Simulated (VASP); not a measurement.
# InSb (I-4m2) in VASP: a series of runs, part 2 of 2

VASP 6.6.1. The steps go on from the part before.

### 4 Single point, HSE06 (epitaxial xy strain +3.0%)

Input file POSCAR:

```
InSb
1.0
    0.0000000000      3.3778984092      3.1718515037
    3.3778984092      0.0000000000      3.1718515037
    3.3778984092      3.3778984092      0.0000000000
In Sb
1 1
Direct
    0.0000000000      0.0000000000      0.0000000000
    0.2500000000      0.2500000000      0.2500000000
```

Input file INCAR.step1:

```
SYSTEM = InSb
PREC = Accurate
ENCUT = 520
EDIFF = 1E-5
ISMEAR = -1
SIGMA = 0.02
LREAL = .False.
LASPH = .True.
NELM = 80
ALGO = Normal
ISIF = 2
LWAVE = .True.
LCHARG = .False.
GGA = PE
NBANDS = 16
```

Input file INCAR.step2:

```
SYSTEM = InSb
PREC = Accurate
ENCUT = 520
EDIFF = 1E-6
ISMEAR = -1
SIGMA = 0.02
LREAL = .False.
LASPH = .True.
NELM = 80
ALGO = Normal
ISIF = 2
LWAVE = .False.
LCHARG = .False.
GGA = PE
LHFCALC = .True.
HFSCREEN = 0.2079
PRECFOCK = Normal
ISTART = 1
NBANDS = 16
```

Input file KPOINTS:

```
Automatic mesh
0
Gamma
  4 4 4
  0 0 0
```

Potentials or basis: VASP PAW PBE potentials, release 64 (In_d, Sb).

Command:

```console
> cat potpaw_PBE.64/In_d/POTCAR potpaw_PBE.64/Sb/POTCAR > POTCAR
> cp INCAR.step1 INCAR
> mpirun -np 1 vasp_std > vasp.out
> cp INCAR.step2 INCAR
> mpirun -np 1 vasp_std > vasp.out
```

OUTCAR:

```text
SYSTEM = InSb
   PREC = Accurate
   ENCUT = 520
   EDIFF = 1E-6
   ISMEAR = -1
   LREAL = .False.
   LASPH = .True.
   NELM = 80
   ISIF = 2
   GGA = PE
   LHFCALC = .True.
   HFSCREEN = 0.2079
   PRECFOCK = Normal
   ISTART = 1

 ion  position               nearest neighbor table
   1  0.000  0.000  0.000-   2 2.87   2 2.87   2 2.87   2 2.87
   2  0.250  0.250  0.250-   1 2.87   1 2.87   1 2.87   1 2.87

  LATTYP: Found a body centered tetragonal cell.
 ALAT       =     4.7770697426
 C/A-ratio  =     1.3279485855

  Lattice vectors:

 A1 = (   0.0000000000,  -3.3778984092,  -3.1718515037)
 A2 = (   0.0000000000,   3.3778984092,  -3.1718515037)
 A3 = (   3.3778984092,   0.0000000000,   3.1718515037)

Analysis of symmetry for initial positions (statically):
=====================================================================
 Subroutine PRICEL returns:
 Original cell was already a primitive cell.

 Routine SETGRP: Setting up the symmetry group for a
 body centered tetragonal supercell.

 Subroutine GETGRP returns: Found  8 space group operations
 (whereof  8 operations were pure point group operations)
 out of a pool of 16 trial point group operations.

The static configuration has the point symmetry D_2d.

Analysis of symmetry for dynamics (positions and initial velocities):
=====================================================================
 Subroutine PRICEL returns:
 Original cell was already a primitive cell.

 Routine SETGRP: Setting up the symmetry group for a
 body centered tetragonal supercell.

 Subroutine GETGRP returns: Found  8 space group operations
 (whereof  8 operations were pure point group operations)
[... 111 lines left out ...]
  volume/ion in A,a.u.               =      36.19       244.23
  Fermi-wavevector in a.u.,A,eV,Ry     =   1.029486  1.945446 14.420010  1.059841
  Thomas-Fermi vector in A             =   2.163536
   LORBIT       =      0    0 simple, 1 ext, 2 COOP (PROOUT), +10 PAW based schemes
   GGA     = PE    functional components
   LHFCALC =     T    Hartree Fock is set to
   PRECFOCK=normal    Normal, Fast or Accurate (Low or Medium for compatibility)
   ENCUT4O =  -1.0   cutoff for four orbital integrals eV
   NKREDX  =     1    reduce k-point grid by
   NKREDY  =     1    reduce k-point grid by
   NKREDZ  =     1    reduce k-point grid by
   AEXX    =    0.2500 exact exchange contribution
   HFSCREEN=    0.2079 screening length (either q_TF or 0.3 A-1)
   HFSCREENC=   0.2079 screening length for correlation (either q_TF or 0.3 A-1)
   ENCUTFOCK=  -1.0 apply spherical cutoff to Coloumb kernel
   IVDW    =     0    specifies the selected vdW correction
   LEPSILON=     F    determine dielectric tensor
   LRPA    =     F    only Hartree local field effects (RPA)
 non-spin polarized calculation
  energy-cutoff  :      520.00
  volume of cell :       72.38
 maximum number of plane-waves:      1976
 NGX is ok and might be reduce to    36
  NGX = 28; NGY = 28; NGZ = 28

 number of electron      18.0000006 magnetization

 Free energy of the ion-electron system (eV)
  ---------------------------------------------------
  ext. energy  EPLUGINS =         0.00000000
  ---------------------------------------------------
  free energy    TOTEN  =        -8.31101495 eV

  energy without entropy =       -8.31091467  energy(sigma->0) =       -8.31096481

 E-fermi :   4.2421     XC(G=0):  -7.0442

 val. band max:        4.1591001985   @ k =   0.0000   0.0000   0.0000
 cond. band min:       4.3250169212   @ k =   0.0000   0.0000   0.0000
 fundamental gap:      0.1659167228
 Fermi energy:         4.2420627599

 k-point     1 :       0.0000    0.0000    0.0000
  band No.  band energies     occupation
      1     -12.1898      2.00000
      2     -12.1898      2.00000
      3     -12.1753      2.00000
      4     -12.1199      2.00000
      5     -12.1044      2.00000
      6      -7.2115      2.00000
[... 224 lines left out ...]
      3     -12.1491      2.00000
      4     -12.1192      2.00000
      5     -12.1085      2.00000
      6      -5.2666      2.00000
[... 8 lines left out ...]
     15      14.0138      0.00000
     16      14.8522      0.00000

------------------------ aborting loop because EDIFF is reached ----------------------------------------

  FORCE on cell =-STRESS in cart. coord.  units (eV):
  Direction    XX          YY          ZZ          XY          YZ          ZX
  --------------------------------------------------------------------------------------
  -------------------------------------------------------------------------------------
  Total       -0.7994699     -0.7994699     -0.0732509      0.0000000      0.0000000      0.0000000
  in kB      -17.6960650    -17.6960650     -1.6213910      0.0000000      0.0000000      0.0000000
  external PRESSURE =     -12.3378403 kB  Pullay stress =       0.0000000 kB

 VOLUME and BASIS-vectors are now :
 -----------------------------------------------------------------------------
  energy-cutoff  :      520.00
  volume of cell :       72.38
      direct lattice vectors                 reciprocal lattice vectors
     0.000000000  3.377898409  3.171851504    -0.148021029  0.148021029  0.157636636
     3.377898409  0.000000000  3.171851504     0.148021029 -0.148021029  0.157636636
     3.377898409  3.377898409  0.000000000     0.148021029  0.148021029 -0.157636636

 POSITION                                       TOTAL-FORCE (eV/Angst)
 -----------------------------------------------------------------------------------
      0.00000      0.00000      0.00000         0.000000      0.000000     -0.000000
      1.68895      1.68895      1.58593        -0.000000     -0.000000      0.000000
 -----------------------------------------------------------------------------------
    total drift:                                0.000000     -0.000000      0.000007

  FREE ENERGIE OF THE ION-ELECTRON SYSTEM (eV)
  ---------------------------------------------------
  free  energy   TOTEN  =        -8.3110149509 eV

  energy  without entropy=       -8.3109146704  energy(sigma->0) =       -8.31096481
```

Wall time 31 min (1 thread of Oxide Virtual Turin-like, shared host); peak memory 0.29 GiB.

Results:

```
Free energy            : -8.3110 eV
Pressure               : -1.2 GPa
Band gap on the k mesh : 0.17 eV, direct
```

Stress tensor (GPa, compression positive):
```
-1.77  0.00  0.00
 0.00 -1.77  0.00
 0.00  0.00 -0.16
```

Levels at points of the mesh, in eV from the valence-band top:
```csv
k point,band 7,band 8,band 9,band 10,band 11,band 12
"(0.00, 0.00, 0.00)",-0.17,-0.17,0.00,0.17,3.50,3.64
"(0.50, 0.00, 0.00)",-5.83,-1.25,-0.85,0.93,4.28,4.64
"(0.50, 0.50, 0.00)",-5.98,-2.51,-2.51,1.57,1.75,8.83
"(0.50, 0.00, 0.50)",-6.27,-2.20,-2.15,2.03,2.03,8.53
```

Caveat: the cell differs from its parent crystal (epitaxial xy strain +3.0%); the PAW data sets were made with another functional, which shifts forces and pressure a little; spin-orbit coupling is left out, which moves the levels of the heavy elements.

### 5 Overview

```tsv
level	k mesh	cutoff (eV)	grid for exact exchange (PRECFOCK)	screening parameter	gap on the mesh (eV)	pressure (GPa)
PBE	6 × 6 × 6	500	-	-	0.27	0.3
r2SCAN	6 × 6 × 6	550	-	-	0.28	-1.1
HSE06	4 × 4 × 4	520	Normal	0.2079 1/Å	0.17	-1.2
```

Alike in all rows: task single point; potentials or basis VASP PAW PBE potentials, release 64 (In_d, Sb); no spin polarisation; cell as given; smearing fermi-dirac 0.02 eV.

Caveats: spin-orbit coupling is left out, which moves the levels of the heavy elements; the PAW data sets were made with another functional, which shifts forces and pressure a little (some runs).

Absolute energies hang on the potentials; compare differences alone.
